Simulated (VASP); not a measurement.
# Ta in VASP: single point with PBE+D3(BJ)

Aim: the single point of Ta with PBE+D3(BJ).

All numbers are computed with VASP 6.6.1; they aren't measurements. Logs are shortened: lines on timing, memory, paths and dates and some standing lists are left out, and cuts for length are marked.

## 1. The cell of the first run

The cell holds a slab with vacuum, 16 atoms: a = 6.570 Å, b = 6.570 Å, c = 23.005 Å, α = 90.00°, β = 90.00°, γ = 90.00°.

## 2. Single point, PBE+D3(BJ)

INCAR

```
SYSTEM = Ta
PREC     = Accurate       ! precision mode
ENCUT    = 520            ! plane-wave cutoff, eV
EDIFF    = 1E-7           ! SCF threshold, eV
ISMEAR   = 0              ! smearing method
SIGMA    = 0.1            ! smearing width, eV
LREAL    = Auto         
LASPH    = .True.         ! aspherical terms in the spheres
NELM     = 100            ! most SCF steps
ALGO     = Fast           ! electronic algorithm
ISIF     = 2              ! what is computed and relaxed
LWAVE    = .False.        ! write WAVECAR
LCHARG   = .False.        ! write CHGCAR
LDIPOL   = .True.       
IDIPOL   = 3            
DIPOL    = 0.5 0.5 0.454
GGA      = PE             ! functional
IVDW     = 12             ! dispersion correction
NBANDS   = 102            ! bands
```

KPOINTS

```
regular mesh
0
Gamma
  3 3 1
  0 0 0
```

POSCAR

```
Ta
1.0
    6.5698933884      0.0000000000      0.0000000000
    0.0000000000      6.5698933884      0.0000000000
    0.0000000000      0.0000000000     23.0050200413
Ta
16
Direct
    0.2500000000      0.7500000000      0.3477501860
    0.2500000000      0.2500000000      0.3477501860
    0.7500000000      0.7500000000      0.3477501860
    0.7500000000      0.2500000000      0.3477501860
    0.5000000000      0.5000000000      0.4191464876
    0.5000000000      0.0000000000      0.4191464876
    0.0000000000      0.5000000000      0.4191464876
    0.0000000000      0.0000000000      0.4191464876
    0.7533361610      0.2491031458      0.4910277579
    0.7470302918      0.7507506005      0.4894761409
    0.2482582921      0.2487684012      0.4915693028
    0.2528391618      0.7517133156      0.4901180222
   -0.0024526061     -0.0120710262      0.5608229206
   -0.0000899140      0.5306656071      0.5570674414
    0.5048683034      0.0047289610      0.5573301949
    0.5020349029      0.4894661423      0.5572480255
```

Potentials or basis: VASP PAW PBE potentials, release 64 (Ta_pv).

Command:

```console
> cat potpaw_PBE.64/Ta_pv/POTCAR > POTCAR
> mpirun -np 1 vasp_std > vasp.out
```

OUTCAR:

```text
SYSTEM = Ta
   PREC = Accurate
   ENCUT = 520
   EDIFF = 1E-7
   ISMEAR = 0
   LREAL = Auto
   LASPH = .True.
   NELM = 100
   ISIF = 2
   GGA = PE
   IVDW = 12
 IVDW          = 12

 ion  position               nearest neighbor table
   1  0.250  0.750  0.348-   5 2.84   6 2.84   7 2.84   8 2.84  12 3.28   3 3.28   2 3.28   2 3.28
                             3 3.28
   2  0.250  0.250  0.348-   5 2.84   6 2.84   7 2.84   8 2.84   1 3.28   4 3.28   1 3.28   4 3.28
                            11 3.31
   3  0.750  0.750  0.348-   5 2.84   6 2.84   7 2.84   8 2.84  10 3.26   4 3.28   1 3.28   4 3.28
                             1 3.28
   4  0.750  0.250  0.348-   5 2.84   6 2.84   7 2.84   8 2.84   2 3.28   3 3.28   3 3.28   2 3.28
                             9 3.30
   5  0.500  0.500  0.419-  10 2.82  12 2.84   3 2.84   4 2.84   1 2.84   2 2.84   9 2.87  11 2.87
                            16 3.18   7 3.28   6 3.28   6 3.28   7 3.28
   6  0.500  0.000  0.419-  10 2.82  12 2.82   3 2.84   4 2.84   1 2.84   2 2.84  11 2.86   9 2.86
                            15 3.18   8 3.28   5 3.28   5 3.28   8 3.28
   7  0.000  0.500  0.419-   9 2.84   2 2.84   3 2.84   4 2.84   1 2.84  10 2.84  12 2.86  11 2.86
                            14 3.18   8 3.28   5 3.28   8 3.28   5 3.28
   8  0.000  0.000  0.419-   9 2.84  10 2.84  12 2.84   4 2.84   1 2.84   2 2.84   3 2.84  11 2.85
                            13 3.26   7 3.28   6 3.28   7 3.28   6 3.28
   9  0.753  0.249  0.491-  16 2.75  15 2.75   8 2.84   7 2.84  13 2.85   6 2.86   5 2.87  14 2.89
                            11 3.25  10 3.27   4 3.30  10 3.30  11 3.32
  10  0.747  0.751  0.489-  14 2.70  15 2.78  13 2.80   6 2.82   5 2.82  16 2.82   8 2.84   7 2.84
                            12 3.25   3 3.26   9 3.27   9 3.30  12 3.32
  11  0.248  0.249  0.492-  16 2.75  15 2.78   8 2.85   7 2.86   6 2.86  13 2.86   5 2.87  14 2.89
                             9 3.25  12 3.27  12 3.30   2 3.31   9 3.32
  12  0.253  0.752  0.490-  14 2.69  13 2.80  15 2.81   6 2.82  16 2.83   5 2.84   8 2.84   7 2.86
                            10 3.25  11 3.27   1 3.28  11 3.30  10 3.32
  13  0.998  0.988  0.561-  10 2.80  12 2.80   9 2.85  11 2.86  14 3.01  15 3.24   8 3.26  15 3.34
                            14 3.57
  14  1.000  0.531  0.557-  12 2.69  10 2.70   9 2.89  11 2.89  13 3.01   7 3.18  16 3.28  16 3.31
                            13 3.57
  15  0.505  0.005  0.557-   9 2.75  11 2.78  10 2.78  12 2.81   6 3.18  16 3.18  13 3.24  13 3.34
                            16 3.39
  16  0.502  0.489  0.557-   9 2.75  11 2.75  10 2.82  12 2.83   5 3.18  15 3.18  14 3.28  14 3.31
                            15 3.39

  LATTYP: Found a simple tetragonal cell.
 ALAT       =     6.5698933884
 C/A-ratio  =     3.5015819407

  Lattice vectors:

 A1 = (   6.5698933884,   0.0000000000,   0.0000000000)
 A2 = (   0.0000000000,   6.5698933884,   0.0000000000)
 A3 = (   0.0000000000,   0.0000000000,  23.0050200413)

Analysis of symmetry for initial positions (statically):
=====================================================================
 Subroutine PRICEL returns:
 Original cell was already a primitive cell.

 Routine SETGRP: Setting up the symmetry group for a
 simple tetragonal supercell.

 Subroutine GETGRP returns: Found  1 space group operations
 (whereof  1 operations were pure point group operations)
 out of a pool of 16 trial point group operations.

The static configuration has the point symmetry C_1 .

Analysis of symmetry for dynamics (positions and initial velocities):
=====================================================================
 Subroutine PRICEL returns:
 Original cell was already a primitive cell.

 Routine SETGRP: Setting up the symmetry group for a
 simple tetragonal supercell.

 Subroutine GETGRP returns: Found  1 space group operations
 (whereof  1 operations were pure point group operations)
 out of a pool of 16 trial point group operations.

The dynamic configuration has the point symmetry C_1 .

 Subroutine INISYM returns: Found  1 space group operations
 (whereof  1 operations are pure point group operations),
 and found     1 'primitive' translations

----------------------------------------------------------------------------------------

                                     Primitive cell

  volume of cell :     992.9772

  direct lattice vectors                    reciprocal lattice vectors
     6.569893388  0.000000000  0.000000000     0.152209471  0.000000000  0.000000000
     0.000000000  6.569893388  0.000000000     0.000000000  0.152209471  0.000000000
     0.000000000  0.000000000 23.005020041     0.000000000  0.000000000  0.043468773

  length of vectors
     6.569893388  6.569893388 23.005020041     0.152209471  0.152209471  0.043468773

  position of ions in fractional coordinates (direct lattice)
     0.250000000  0.750000000  0.347750186
     0.250000000  0.250000000  0.347750186
     0.750000000  0.750000000  0.347750186
     0.750000000  0.250000000  0.347750186
     0.500000000  0.500000000  0.419146488
     0.500000000  0.000000000  0.419146488
[... 8 lines left out ...]
     0.504868303  0.004728961  0.557330195
     0.502034903  0.489466142  0.557248026

  ion indices of the primitive-cell ions
   primitive index   ion index
                 1           1
                 2           2
                 3           3
                 4           4
                 5           5
                 6           6
[... 8 lines left out ...]
                15          15
                16          16

----------------------------------------------------------------------------------------

 KPOINTS: regular mesh

Automatic generation of k-mesh.
 Grid dimensions read from file:
 generate k-points for:    3    3    1

 Generating k-lattice:

  Cartesian coordinates                     Fractional coordinates (reciprocal lattice)
     0.050736490  0.000000000  0.000000000     0.333333333  0.000000000  0.000000000
     0.000000000  0.050736490  0.000000000     0.000000000  0.333333333  0.000000000
     0.000000000  0.000000000  0.043468773     0.000000000  0.000000000  1.000000000

  Length of vectors
     0.050736490  0.050736490  0.043468773

  Shift w.r.t. Gamma in fractional coordinates (k-lattice)
     0.000000000  0.000000000  0.000000000

 Subroutine IBZKPT returns following result:
 ===========================================

 Found      5 irreducible k-points:

 Following reciprocal coordinates:
            Coordinates               Weight
  0.000000  0.000000  0.000000      1.000000
  0.333333  0.000000  0.000000      2.000000
  0.000000  0.333333  0.000000      2.000000
  0.333333  0.333333  0.000000      2.000000
 -0.333333  0.333333  0.000000      2.000000
   k-points           NKPTS =      5   k-points in BZ     NKDIM =      5   number of bands    NBANDS=    102
   number of dos      NEDOS =    301   number of ions     NIONS =     16
   total plane-waves  NPLWV = 450000
   dimension x,y,z NGX =    50 NGY =   50 NGZ =  180
   dimension x,y,z NGXF=   100 NGYF=  100 NGZF=  360
   ions per type =              16
   NGX,Y,Z   is equivalent  to a cutoff of  12.65, 12.65, 13.01 a.u.
   NGXF,Y,Z  is equivalent  to a cutoff of  25.30, 25.30, 26.02 a.u.
 SYSTEM =  Ta
   PREC   = accura    normal or accurate (medium, high low for compatibility)
   ISTART =      0    job   : 0-new  1-cont  2-samecut
   ICHARG =      2    charge: 1-file 2-atom 10-const
   ISPIN  =      1    spin polarized calculation?
   LNONCOLLINEAR =      F non collinear calculations
   LSORBIT =      F    spin-orbit coupling
   LASPH  =      T    aspherical Exc in radial PAW
   ENCUT  =  520.0 eV  38.22 Ry    6.18 a.u.  12.22 12.22 42.77*2*pi/ulx,y,z
   NELM   =    100;   NELMIN=  2; NELMDL= -5     # of ELM steps
   EDIFF  = 0.1E-06   stopping-criterion for ELM
   LREAL  =      T    real-space projection
   EDIFFG = 0.1E-05   stopping-criterion for IOM
   NSW    =      0    number of steps for IOM
   IBRION =     -1    ionic relax: 0-MD 1-quasi-New 2-CG
   NFREE  =      0    steps in history (QN), initial steepest desc. (CG)
   ISIF   =      2    stress and relaxation
   ISYM   =      2    0-nonsym 1-usesym 2-fastsym
   POTIM  = 0.5000    time-step for ionic-motion
   TEBEG  =    0.0;   TEEND  =   0.0 temperature during run
   PSTRESS=    0.0 pullay stress
   NELECT =     176.0000    total number of electrons
   NUPDOWN=      -1.0000    fix difference up-down
   EMIN   =  10.00;   EMAX   =-10.00  energy-range for DOS
   EFERMI =   0.00;   METHOD = LEGACY
   ISMEAR =     0;   SIGMA  =   0.10  broadening in eV -4-tet -1-fermi 0-gaus
   EFERMI_NEDOS =   21; number of points for ismear=-14 and -15
   IALGO  =     68    algorithm
   IMIX   =      4    mixing-type and parameters
     AMIX     =   0.40;   BMIX     =  1.00
     AMIX_MAG =   1.60;   BMIX_MAG =  1.00
  volume/ion in A,a.u.               =      62.06       418.81
  Fermi-wavevector in a.u.,A,eV,Ry     =   0.919601  1.737793 11.505977  0.845665
  Thomas-Fermi vector in A             =   2.044813
   LORBIT       =      0    0 simple, 1 ext, 2 COOP (PROOUT), +10 PAW based schemes
   GGA     = PE    functional components
   LHFCALC =     F    Hartree Fock is set to
   AEXX    =    0.0000 exact exchange contribution
   IVDW    =    12    specifies the selected vdW correction
   LEPSILON=     F    determine dielectric tensor
   LRPA    =     F    only Hartree local field effects (RPA)
 non-spin polarized calculation
 RMM-DIIS sequential band-by-band and
 Gauss-broadening in eV      SIGMA  =   0.10
  energy-cutoff  :      520.00
  volume of cell :      992.98
 maximum number of plane-waves:     26845
 NGX is ok and might be reduce to    50
   NGX = 25   NGY = 25   NGZ = 85

 dipolmoment           0.000000      0.000000      0.009079 electrons x Angstroem

 number of electron     175.9999991 magnetization

 dipolmoment           0.000000      0.000000     -0.024590 electrons x Angstroem

 Free energy of the ion-electron system (eV)
  ---------------------------------------------------
  ext. energy  EPLUGINS =         0.00000000
  ---------------------------------------------------
  free energy    TOTEN  =      -173.96646767 eV

  energy without entropy =     -173.84014283  energy(sigma->0) =     -173.90330525

 E-fermi :  -0.9223     XC(G=0):  -4.7002

 val. band max:       -0.9516496513   @ k =   0.0000   0.3333   0.0000
 cond. band min:      -0.9203566817   @ k =   0.3333   0.3333   0.0000
 fundamental gap:      0.0312929696
 Fermi energy:        -0.9222889753

 k-point     1 :       0.0000    0.0000    0.0000
  band No.  band energies     occupation
      1     -35.9054      2.00000
      2     -35.9010      2.00000
      3     -35.8897      2.00000
      4     -35.8875      2.00000
      5     -35.8801      2.00000
      6     -35.8764      2.00000
[... 92 lines left out ...]
     99       0.3117      0.00000
    100       0.3538      0.00000

 k-point     2 :       0.3333    0.0000    0.0000
  band No.  band energies     occupation
      1     -35.8857      2.00000
      2     -35.8782      2.00000
      3     -35.8623      2.00000
      4     -35.8571      2.00000
      5     -35.8493      2.00000
      6     -35.8401      2.00000
[... 401 lines left out ...]
     99      -0.3787      0.00000
    100      -0.1860      0.00000
 [bands above 100 left out]

------------------------ aborting loop because EDIFF is reached ----------------------------------------

 vacuum level on the upper side and lower side of the slab       (xc-potential included)        -0.059         0.040

 Edisp (eV)   -6.52305

 E8    (eV) :    -3.5708

  FORCE on cell =-STRESS in cart. coord.  units (eV):
  Direction    XX          YY          ZZ          XY          YZ          ZX
  --------------------------------------------------------------------------------------
  -------------------------------------------------------------------------------------
  Total     -19.56515   -18.91055    -5.06688     0.05916    -0.35773    -0.13588
  in kB     -31.56854   -30.51234    -8.17545     0.09545    -0.57719    -0.21924
  external pressure =      -23.42 kB  Pullay stress =        0.00 kB

 VOLUME and BASIS-vectors are now :
 -----------------------------------------------------------------------------
  energy-cutoff  :      520.00
  volume of cell :      992.98
      direct lattice vectors                 reciprocal lattice vectors
     6.569893388  0.000000000  0.000000000     0.152209471  0.000000000  0.000000000
     0.000000000  6.569893388  0.000000000     0.000000000  0.152209471  0.000000000
     0.000000000  0.000000000 23.005020041     0.000000000  0.000000000  0.043468773

 POSITION                                       TOTAL-FORCE (eV/Angst)
 -----------------------------------------------------------------------------------
      1.64247      4.92742      8.00000        -0.046780      0.040404      0.604805
      1.64247      1.64247      8.00000         0.043932     -0.031829      0.662382
      4.92742      4.92742      8.00000         0.038680      0.048416      0.582443
      4.92742      1.64247      8.00000        -0.033624     -0.040626      0.631239
      3.28495      3.28495      9.64247        -0.056772     -0.317487     -0.609134
      3.28495      0.00000      9.64247        -0.029939      0.237815     -0.597866
[... 8 lines left out ...]
      3.31693      0.03107     12.82139        -0.081158      0.007316      0.151164
      3.29832      3.21574     12.81950        -0.011741      0.048625     -0.144647
 -----------------------------------------------------------------------------------
    total drift:                                0.001074     -0.001024     -0.002550

  FREE ENERGIE OF THE ION-ELECTRON SYSTEM (eV)
  ---------------------------------------------------
  free  energy   TOTEN  =      -180.4895192755 eV

  energy  without entropy=     -180.3631944361  energy(sigma->0) =     -180.42635686

 vacuum level on the upper side and lower side of the slab         2.954         3.050
```

It took 42 min on 1 thread of Oxide Virtual Turin-like, shared host; peak memory 0.99 GiB.

Results:

```yaml
Free_energy: -180.4895 eV
Largest_force: 0.696 eV/Å
Band_gap_on_the_k_mesh: zero (bands 88 and 89 overlap by 0.13 eV)
Dispersion_energy_per_atom: -0.408 eV
```

Forces on the atoms (eV/Å):
```
Ta  -0.047  0.040  0.605
Ta   0.044 -0.032  0.662
Ta   0.039  0.048  0.582
Ta  -0.034 -0.041  0.631
Ta  -0.057 -0.317 -0.609
Ta  -0.030  0.238 -0.598
Ta   0.070  0.015 -0.525
Ta   0.048  0.034 -0.694
Ta  -0.010  0.044  0.092
Ta   0.119  0.099  0.132
Ta  -0.029  0.051  0.059
Ta  -0.064  0.058  0.104
Ta   0.038  0.101 -0.577
Ta   0.006 -0.394  0.129
Ta  -0.081  0.007  0.151
Ta  -0.012  0.049 -0.145
```

Caveat: spin-orbit coupling is left out, which moves the levels of the heavy elements.

The gap in the log of VASP goes by the Fermi energy; the results here count the filled bands.